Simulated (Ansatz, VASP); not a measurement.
**One calculation of MgBe2SeS2, two programs**

The input INCAR:

```
SYSTEM = MgBe2SeS2
ALGO = Normal
EDIFF = 1E-6
EDIFFG = -0.01
ENCUT = 600
GGA = PE
IBRION = 2
ISIF = 3
ISMEAR = 0
LASPH = .True.
LCHARG = .False.
LREAL = .False.
LWAVE = .False.
NELM = 60
NSW = 100
PREC = Accurate
SIGMA = 0.02
```

Contents of KPOINTS:

```
k-points
0
Gamma
  8 8 4
  0 0 0
```

Contents of POSCAR:

```
MgBe2SeS2
1.0
    3.4557012697      0.0000000000      0.0000000000
    0.0000000000      3.4557012697      0.0000000000
    0.0000000000      0.0000000000     10.7998028121
Mg Be Se S
1 2 1 2
Direct
    0.0000000000      0.0000000000      0.0000000000
    0.5000000000      0.0000000000      0.4272479663
    0.0000000000      0.5000000000      0.5727520337
    0.5000000000      0.5000000000      0.0000000000
    0.5000000000      0.0000000000      0.6158285467
    0.0000000000      0.5000000000      0.3841714533
```

Input for Ansatz:

```yaml
crystal:
  lattice:
    - [3.4557012697, 0.0, 0.0]
    - [0.0, 3.4557012697, 0.0]
    - [0.0, 0.0, 10.7998028121]
  atoms:
    - { symbol: Mg, position: [0.0, 0.0, 0.0] }
    - { symbol: Be, position: [0.5, 0.0, 0.4272479663] }
    - { symbol: Be, position: [0.0, 0.5, 0.5727520337] }
    - { symbol: Se, position: [0.5, 0.5, 0.0] }
    - { symbol: S, position: [0.5, 0.0, 0.6158285467] }
    - { symbol: S, position: [0.0, 0.5, 0.3841714533] }
basis:
  ecutwfc: 420
kpoints:
  mp_grid: { grid: [8, 8, 4] }
hamiltonian:
  xc: pbe
scf:
  occupations: { method: gaussian, width: 0.02 }
output:
  forces: true
  stress: true
  eigenvalues: true
relax:
  adjacent_minimum: "off"
  f_tol: 0.01
  max_steps: 80
  cell: { stress_tol: 0.05 }
```

Change from the starting cell: species swapped into the Nd2FeSi2Ru type (P-4m2, No. 115).

Alike in both runs: task relaxation of cell and atoms; functional PBE; k mesh 8 × 8 × 4; occupations gaussian, width 0.02 eV; no spin polarisation.

```csv
,VASP,Ansatz
version,VASP 6.6.1,Ansatz 0.2.0
potentials or method,"VASP PAW PBE potentials, release 64 (Mg, Be, Se, S), cutoff 600 eV","scalar-relativistic, plane waves, PAW"
valence electrons in the cell,24,42
```

```tsv
	VASP	Ansatz	Ansatz less VASP
gap on the k mesh at the Fermi level, each at its own relaxed structure (eV)	0.70	0.69	-0.006
relaxed volume (Å³/atom)	22.61	22.54	-0.067
relaxed cell length with the largest relative difference (Å)	11.375	11.338	-0.0368
```

VASP's potentials hold 24 valence electrons a cell and Ansatz's 42, so a difference there can come from the potentials and not from the codes.
